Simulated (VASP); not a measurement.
A run of VASP 6.6.1 is set up as follows.

File INCAR:

```
SYSTEM = InSb
ALGO     = Normal         ! electronic algorithm
EDIFF    = 1E-6           ! SCF threshold, eV
ENCUT    = 500            ! plane-wave cutoff, eV
GGA      = PE             ! functional
GGA_COMPAT= .FALSE.      
ISIF     = 2              ! what is computed and relaxed
ISMEAR   = 0              ! smearing method
LASPH    = .TRUE.         ! aspherical terms in the spheres
LCHARG   = .FALSE.        ! write CHGCAR
LREAL    = .FALSE.        ! projectors in reciprocal space
LWAVE    = .FALSE.        ! write WAVECAR
NBANDS   = 16             ! bands
NELM     = 120            ! most SCF steps
PREC     = Accurate       ! precision mode
SIGMA    = 0.15           ! smearing width, eV
```

Contents of KPOINTS:

```
k-points
0
G
  12 12 12
  0 0 0
```

The input POSCAR:

```
InSb
1.0
    0.0000000000      3.0751837979      3.0751837979
    3.0751837979      0.0000000000      3.0751837979
    3.0751837979      3.0751837979      0.0000000000
In Sb
1 1
Direct
    0.0000000000      0.0000000000      0.0000000000
    0.5000000000      0.5000000000      0.5000000000
```

Potentials or basis: VASP PAW PBE potentials, release 64 (In_d, Sb).

Command:

```bash
$ cat potpaw_PBE.64/In_d/POTCAR potpaw_PBE.64/Sb/POTCAR > POTCAR
$ mpirun -np 1 vasp_std > vasp.out
```

What does it give for the pressure?

0.0 GPa.

Predict the band gap on the k mesh.

zero (bands 9 and 10 overlap by 2.66 eV).

Caveat: spin-orbit coupling is left out, which moves the levels of the heavy elements.
